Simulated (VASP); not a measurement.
# LiH (Fm-3m) in VASP: notebook

LiH is run at these levels: PBE0; tasks: single point.

Program: VASP 6.6.1. These are calculated values, not measurements. Logs are shortened: lines on timing, memory, paths and dates and some standing lists are left out, and cuts for length are marked.

## (1) The cell of the first run

It takes space group Fm-3m (No. 225, cubic). The conventional cell has a = 4.074 Å, b = 4.074 Å, c = 4.074 Å, α = 90.00°, β = 90.00°, γ = 90.00°. Within 2.7 Å of Li (site symmetry m-3m) lie 6 H at 2.04 Å. Within 2.7 Å of H (site symmetry m-3m) lie 6 Li at 2.04 Å.

## (2) Single point, PBE0

POSCAR

```
LiH
1.0
    0.0000000000      2.0367500000      2.0367500000
    2.0367500000      0.0000000000      2.0367500000
    2.0367500000      2.0367500000      0.0000000000
Li H
1 1
Direct
    0.0000000000      0.0000000000      0.0000000000
    0.5000000000      0.5000000000      0.5000000000
```

INCAR.step1

```
SYSTEM = LiH
PREC = Accurate
ENCUT = 520
EDIFF = 1E-5
ISMEAR = -1
SIGMA = 0.05
LREAL = .FALSE.
LASPH = .TRUE.
NELM = 80
ALGO = Normal
ISIF = 2
LWAVE = .TRUE.
LCHARG = .FALSE.
GGA = PE
NBANDS = 9
```

INCAR.step2

```
SYSTEM = LiH
PREC = Accurate
ENCUT = 520
EDIFF = 1E-6
ISMEAR = -1
SIGMA = 0.05
LREAL = .FALSE.
LASPH = .TRUE.
NELM = 80
ALGO = Normal
ISIF = 2
LWAVE = .FALSE.
LCHARG = .FALSE.
GGA = PE
LHFCALC = .TRUE.
AEXX = 0.25
PRECFOCK = Normal
ISTART = 1
NBANDS = 9
```

KPOINTS

```
regular mesh
0
G
  6 6 6
  0 0 0
```

Potentials or basis: VASP PAW PBE potentials, release 64 (Li_sv, H).

Command:

```sh
cat potpaw_PBE.64/Li_sv/POTCAR potpaw_PBE.64/H/POTCAR > POTCAR
cp INCAR.step1 INCAR
mpirun -np 1 vasp_std > vasp.out
cp INCAR.step2 INCAR
mpirun -np 1 vasp_std > vasp.out
```

OUTCAR:

```text
SYSTEM = LiH
   PREC = Accurate
   ENCUT = 520
   EDIFF = 1E-6
   ISMEAR = -1
   LREAL = .FALSE.
   LASPH = .TRUE.
   NELM = 80
   ISIF = 2
   GGA = PE
   LHFCALC = .TRUE.
   AEXX = 0.25
   PRECFOCK = Normal
   ISTART = 1

 ion  position               nearest neighbor table
   1  0.000  0.000  0.000-
   2  0.500  0.500  0.500-

  LATTYP: Found a face centered cubic cell.
 ALAT       =     4.0735000000

  Lattice vectors:

 A1 = (   0.0000000000,   2.0367500000,   2.0367500000)
 A2 = (   2.0367500000,   0.0000000000,   2.0367500000)
 A3 = (   2.0367500000,   2.0367500000,   0.0000000000)

Analysis of symmetry for initial positions (statically):
=====================================================================
 Subroutine PRICEL returns:
 Original cell was already a primitive cell.

 Routine SETGRP: Setting up the symmetry group for a
 face centered cubic supercell.

 Subroutine GETGRP returns: Found 48 space group operations
 (whereof 48 operations were pure point group operations)
 out of a pool of 48 trial point group operations.

The static configuration has the point symmetry O_h .

Analysis of symmetry for dynamics (positions and initial velocities):
=====================================================================
 Subroutine PRICEL returns:
 Original cell was already a primitive cell.

 Routine SETGRP: Setting up the symmetry group for a
 face centered cubic supercell.

 Subroutine GETGRP returns: Found 48 space group operations
 (whereof 48 operations were pure point group operations)
 out of a pool of 48 trial point group operations.

The dynamic configuration has the point symmetry O_h .

 Subroutine INISYM returns: Found 48 space group operations
 (whereof 48 operations are pure point group operations),
 and found     1 'primitive' translations

----------------------------------------------------------------------------------------

                                     Primitive cell

  volume of cell :      16.8983

  direct lattice vectors                    reciprocal lattice vectors
     0.000000000  2.036750000  2.036750000    -0.245489137  0.245489137  0.245489137
     2.036750000  0.000000000  2.036750000     0.245489137 -0.245489137  0.245489137
     2.036750000  2.036750000  0.000000000     0.245489137  0.245489137 -0.245489137

  length of vectors
     2.880399473  2.880399473  2.880399473     0.425199658  0.425199658  0.425199658

  position of ions in fractional coordinates (direct lattice)
     0.000000000  0.000000000  0.000000000
     0.500000000  0.500000000  0.500000000

  ion indices of the primitive-cell ions
   primitive index   ion index
                 1           1
                 2           2

----------------------------------------------------------------------------------------

 KPOINTS: regular mesh

Automatic generation of k-mesh.
 Grid dimensions read from file:
 generate k-points for:    6    6    6

 Generating k-lattice:

  Cartesian coordinates                     Fractional coordinates (reciprocal lattice)
    -0.040914856  0.040914856  0.040914856     0.166666667  0.000000000  0.000000000
     0.040914856 -0.040914856  0.040914856     0.000000000  0.166666667  0.000000000
     0.040914856  0.040914856 -0.040914856     0.000000000  0.000000000  0.166666667

  Length of vectors
     0.070866610  0.070866610  0.070866610

  Shift w.r.t. Gamma in fractional coordinates (k-lattice)
     0.000000000  0.000000000  0.000000000

 Subroutine IBZKPT returns following result:
 ===========================================

 Found     16 irreducible k-points:

 Following reciprocal coordinates:
            Coordinates               Weight
  0.000000  0.000000  0.000000      1.000000
  0.166667  0.000000  0.000000      8.000000
  0.333333  0.000000  0.000000      8.000000
  0.500000  0.000000  0.000000      4.000000
  0.166667  0.166667  0.000000      6.000000
  0.333333  0.166667  0.000000     24.000000
[... 8 lines left out ...]
 -0.333333  0.333333  0.166667     24.000000
 -0.333333  0.500000  0.166667     12.000000
   k-points           NKPTS =     16   k-points in BZ     NKDIM =    216   number of bands    NBANDS=      9
   number of dos      NEDOS =    301   number of ions     NIONS =      2
   total plane-waves  NPLWV =  13824
   dimension x,y,z NGX =    24 NGY =   24 NGZ =   24
   dimension x,y,z NGXF=    48 NGYF=   48 NGZF=   48
   ions per type =               1   1
   NGX,Y,Z   is equivalent  to a cutoff of  13.85, 13.85, 13.85 a.u.
   NGXF,Y,Z  is equivalent  to a cutoff of  27.70, 27.70, 27.70 a.u.
 SYSTEM =  LiH
   PREC   = accura    normal or accurate (medium, high low for compatibility)
   ISTART =      1    job   : 0-new  1-cont  2-samecut
   ICHARG =      0    charge: 1-file 2-atom 10-const
   ISPIN  =      1    spin polarized calculation?
   LNONCOLLINEAR =      F non collinear calculations
   LSORBIT =      F    spin-orbit coupling
   LASPH  =      T    aspherical Exc in radial PAW
   ENCUT  =  520.0 eV  38.22 Ry    6.18 a.u.   5.36  5.36  5.36*2*pi/ulx,y,z
   NELM   =     80;   NELMIN=  2; NELMDL=  0     # of ELM steps
   EDIFF  = 0.1E-05   stopping-criterion for ELM
   LREAL  =      F    real-space projection
   EDIFFG = 0.1E-04   stopping-criterion for IOM
   NSW    =      0    number of steps for IOM
   IBRION =     -1    ionic relax: 0-MD 1-quasi-New 2-CG
   NFREE  =      0    steps in history (QN), initial steepest desc. (CG)
   ISIF   =      2    stress and relaxation
   ISYM   =      3    0-nonsym 1-usesym 2-fastsym
   POTIM  = 0.5000    time-step for ionic-motion
   TEBEG  =    0.0;   TEEND  =   0.0 temperature during run
   PSTRESS=    0.0 pullay stress
   NELECT =       4.0000    total number of electrons
   NUPDOWN=      -1.0000    fix difference up-down
   EMIN   =  10.00;   EMAX   =-10.00  energy-range for DOS
   EFERMI =   0.00;   METHOD = LEGACY
   ISMEAR =    -1;   SIGMA  =   0.05  broadening in eV -4-tet -1-fermi 0-gaus
   EFERMI_NEDOS =   21; number of points for ismear=-14 and -15
   IALGO  =     38    algorithm
   IMIX   =      1    mixing-type and parameters
     AMIX     =   0.40;   BMIX     =  1.00
     AMIX_MAG =   1.60;   BMIX_MAG =  1.00
  volume/ion in A,a.u.               =       8.45        57.02
  Fermi-wavevector in a.u.,A,eV,Ry     =   1.012699  1.913724 13.953585  1.025560
  Thomas-Fermi vector in A             =   2.145824
   LORBIT       =      0    0 simple, 1 ext, 2 COOP (PROOUT), +10 PAW based schemes
   GGA     = PE    functional components
   LHFCALC =     T    Hartree Fock is set to
   PRECFOCK=normal    Normal, Fast or Accurate (Low or Medium for compatibility)
   ENCUT4O =  -1.0   cutoff for four orbital integrals eV
   NKREDX  =     1    reduce k-point grid by
   NKREDY  =     1    reduce k-point grid by
   NKREDZ  =     1    reduce k-point grid by
   AEXX    =    0.2500 exact exchange contribution
   HFSCREEN=    0.0000 screening length (either q_TF or 0.3 A-1)
   HFSCREENC=   0.0000 screening length for correlation (either q_TF or 0.3 A-1)
   ENCUTFOCK=  -1.0 apply spherical cutoff to Coloumb kernel
   IVDW    =     0    specifies the selected vdW correction
   LEPSILON=     F    determine dielectric tensor
   LRPA    =     F    only Hartree local field effects (RPA)
 non-spin polarized calculation
  energy-cutoff  :      520.00
  volume of cell :       16.90
 maximum number of plane-waves:       468
 NGX is ok and might be reduce to    24
  NGX = 18; NGY = 18; NGZ = 18

 number of electron       3.9999999 magnetization

 Free energy of the ion-electron system (eV)
  ---------------------------------------------------
  ext. energy  EPLUGINS =         0.00000000
  ---------------------------------------------------
  free energy    TOTEN  =        -7.13363978 eV

  energy without entropy =       -7.13363978  energy(sigma->0) =       -7.13363978

 E-fermi :   0.0216     XC(G=0):  -6.6143

 val. band max:       -1.1972715262   @ k =   0.5000   0.5000   0.0000
 cond. band min:       3.5276058897   @ k =   0.5000   0.5000   0.0000
 fundamental gap:      4.7248774158
 Fermi energy:         0.0215534711

 k-point     1 :       0.0000    0.0000    0.0000
  band No.  band energies     occupation
      1     -48.5829      2.00000
      2      -7.1259      2.00000
      3      16.8612      0.00000
      4      18.5559      0.00000
      5      18.5559      0.00000
      6      18.5559      0.00000
      7      23.0399      0.00000
      8      23.0399      0.00000
      9      23.0399      0.00000

 k-point     2 :       0.1667    0.0000    0.0000
  band No.  band energies     occupation
      1     -48.5722      2.00000
      2      -6.5742      2.00000
      3      13.1496      0.00000
      4      16.7418      0.00000
      5      17.7222      0.00000
      6      17.7222      0.00000
      7      22.9006      0.00000
      8      24.3218      0.00000
      9      24.3218      0.00000

 k-point     3 :       0.3333    0.0000    0.0000
  band No.  band energies     occupation
      1     -48.5508      2.00000
      2      -5.0948      2.00000
      3       7.8675      0.00000
      4      15.0305      0.00000
      5      17.0920      0.00000
      6      17.0920      0.00000
      7      21.1841      0.00000
      8      21.1842      0.00000
      9      25.3827      0.00000

 k-point     4 :       0.5000    0.0000    0.0000
  band No.  band energies     occupation
      1     -48.5398      2.00000
      2      -3.9575      2.00000
      3       5.3819      0.00000
      4      14.3865      0.00000
      5      17.1431      0.00000
      6      17.1431      0.00000
      7      19.7030      0.00000
      8      19.7030      0.00000
      9      27.6077      0.00000
[... 109 lines left out ...]
 k-point    14 :       0.5000    0.3333    0.1667
  band No.  band energies     occupation
      1     -48.5377      2.00000
      2      -3.5556      2.00000
      3       7.7548      0.00000
      4       8.6826      0.00000
      5      13.5105      0.00000
      6      17.9271      0.00000
      7      21.2772      0.00000
      8      25.7253      0.00000
      9      29.5783      0.00000

 k-point    15 :      -0.3333    0.3333    0.1667
  band No.  band energies     occupation
      1     -48.5310      2.00000
      2      -2.3094      2.00000
      3       5.7405      0.00000
      4       7.7007      0.00000
      5      13.0577      0.00000
      6      17.6171      0.00000
      7      24.2965      0.00000
      8      26.0108      0.00000
      9      28.0189      0.00000

 k-point    16 :      -0.3333    0.5000    0.1667
  band No.  band energies     occupation
      1     -48.5282      2.00000
      2      -1.3633      2.00000
      3       4.5799      0.00000
      4       7.6551      0.00000
      5      12.1238      0.00000
      6      18.1637      0.00000
      7      20.3014      0.00000
      8      29.1696      0.00000
      9      29.6314      0.00000

------------------------ aborting loop because EDIFF is reached ----------------------------------------

  FORCE on cell =-STRESS in cart. coord.  units (eV):
  Direction    XX          YY          ZZ          XY          YZ          ZX
  --------------------------------------------------------------------------------------
  -------------------------------------------------------------------------------------
  Total       -0.2420453     -0.2420453     -0.2420453      0.0000000      0.0000000      0.0000000
  in kB      -22.9490111    -22.9490111    -22.9490111      0.0000000      0.0000000      0.0000000
  external PRESSURE =     -22.9490111 kB  Pullay stress =       0.0000000 kB

 VOLUME and BASIS-vectors are now :
 -----------------------------------------------------------------------------
  energy-cutoff  :      520.00
  volume of cell :       16.90
      direct lattice vectors                 reciprocal lattice vectors
     0.000000000  2.036750000  2.036750000    -0.245489137  0.245489137  0.245489137
     2.036750000  0.000000000  2.036750000     0.245489137 -0.245489137  0.245489137
     2.036750000  2.036750000  0.000000000     0.245489137  0.245489137 -0.245489137

 POSITION                                       TOTAL-FORCE (eV/Angst)
 -----------------------------------------------------------------------------------
      0.00000      0.00000      0.00000        -0.000000      0.000000     -0.000000
      2.03675      2.03675      2.03675         0.000000     -0.000000      0.000000
 -----------------------------------------------------------------------------------
    total drift:                                0.000000      0.000000      0.000000

  FREE ENERGIE OF THE ION-ELECTRON SYSTEM (eV)
  ---------------------------------------------------
  free  energy   TOTEN  =        -7.1336397798 eV

  energy  without entropy=       -7.1336397798  energy(sigma->0) =       -7.13363978
```

It took 62 s on 1 thread of AMD EPYC 7R13 (Zen 3), shared host; peak memory 0.1 GiB.

What came out:

```
Free energy            : -7.1336 eV
Band gap on the k mesh : 4.72 eV
```

Levels at points of the mesh, in eV from the valence-band top:
```tsv
k point	band 1	band 2	band 3	band 4	band 5
(0.00, 0.00, 0.00)	-47.39	-5.93	18.06	19.75	19.75
(0.50, 0.00, 0.00)	-47.34	-2.76	6.58	15.58	18.34
(0.50, 0.50, 0.00)	-47.33	0.00	4.72	12.70	12.70
```

Caveat: the k points lie up to 0.45 Å⁻¹ apart; the cutoff is under 1.25 times the usual one of these potentials, so pressure, stress and relaxed cells hold a basis-set (Pulay) error; the PAW data sets were made with another functional, which shifts forces and pressure a little. A k mesh can miss the band edges.

[end of part 1 of 2]
